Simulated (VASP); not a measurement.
Set up this calculation in VASP 6.6.1, as the native input.

```yaml
Task: electric field gradients
Functional: r2SCAN
Potentials_or_basis: VASP PAW PBE potentials, release 64 (Al)
Cutoff: 520 eV
k_mesh: 18 × 18 × 18
Occupations: fermi-dirac, width 0.08 eV
Spin: no spin polarisation
Dipole_correction: no
Further_INCAR_settings: ALGO = Normal; EDIFF = 1e-08; NBANDS = 8
```

Crystal: Al.

```
Al
1.0
    -1.55901    1.55901    1.55901
     1.55901   -1.55901    1.55901
     1.55901    1.55901   -1.55901
Al
1
Direct
  0.00000 0.00000 0.00000
```

This cell differs from its parent crystal: volume scaled by 0.9405.

The input as run:

POSCAR

```
Al
1.0
   -1.5590120472      1.5590120472      1.5590120472
    1.5590120472     -1.5590120472      1.5590120472
    1.5590120472      1.5590120472     -1.5590120472
Al
1
Direct
    0.0000000000      0.0000000000      0.0000000000
```

INCAR.step1

```
SYSTEM = Al
PREC = Accurate
ENCUT = 520
ISMEAR = -1
SIGMA = 0.08
LREAL = .False.
LASPH = .True.
NELM = 60
NBANDS = 8
GGA = PE
ALGO = Normal
EDIFF = 1E-4
LWAVE = .True.
LCHARG = .False.
```

INCAR.step2

```
SYSTEM = Al
PREC = Accurate
ENCUT = 520
EDIFF = 1E-8
ISMEAR = -1
SIGMA = 0.08
LREAL = .False.
LASPH = .True.
NELM = 60
ALGO = Normal
ISIF = 2
LWAVE = .False.
LCHARG = .False.
METAGGA = R2SCAN
LMIXTAU = .True.
LEFG = .True.
NBANDS = 8
ISTART = 1
```

KPOINTS

```
regular mesh
0
Gamma
  18 18 18
  0 0 0
```

Potentials or basis: VASP PAW PBE potentials, release 64 (Al).

Run with:

```sh
$ cat potpaw_PBE.64/Al/POTCAR > POTCAR
$ cp INCAR.step1 INCAR
$ mpirun -np 1 vasp_std > vasp.out
$ cp INCAR.step2 INCAR
$ mpirun -np 1 vasp_std > vasp.out
```

It gave:

```
Pressure : 6.0 GPa
```

Caveat: without QUAD_EFG the Cq values of the log hold for a quadrupole moment of 1 mb, not for the nuclei; the PAW data sets were made with another functional, which shifts forces and pressure a little.

Wall time 43 s on 1 thread of Intel Xeon 6975P-C (shared host), peak memory 0.14 GiB.
